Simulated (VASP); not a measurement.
A run of VASP 6.6.1 is set up as follows.

INCAR

```
SYSTEM = Ir
PREC     = Accurate       ! precision mode
ENCUT    = 520            ! plane-wave cutoff, eV
EDIFF    = 1E-6           ! SCF threshold, eV
ISMEAR   = -1             ! smearing method
SIGMA    = 0.1            ! smearing width, eV
LREAL    = .False.        ! projectors in reciprocal space
LASPH    = .True.         ! aspherical terms in the spheres
NELM     = 100            ! most SCF steps
ALGO     = Normal         ! electronic algorithm
ISIF     = 2              ! what is computed and relaxed
LWAVE    = .False.        ! write WAVECAR
LCHARG   = .False.        ! write CHGCAR
GGA      = RP             ! functional
NBANDS   = 10             ! bands
```

File KPOINTS:

```
regular mesh
0
Gamma
  14 14 14
  0 0 0
```

File POSCAR:

```
Ir
1.0
    2.6846440443      0.0000000000      0.0000000000
    0.0000000000      2.6846440443      0.0000000000
    0.0000000000      0.0000000000      2.6846440443
Ir
1
Direct
    0.0000000000      0.0000000000      0.0000000000
```

Potentials or basis: VASP PAW PBE potentials, release 64 (Ir).

Run with:

```bash
$ cat potpaw_PBE.64/Ir/POTCAR > POTCAR
$ mpirun -np 1 vasp_std > vasp.out
```

What does it give for the pressure?

-19.7 GPa.

Caveat: the PAW data sets were made with another functional, which shifts forces and pressure a little.
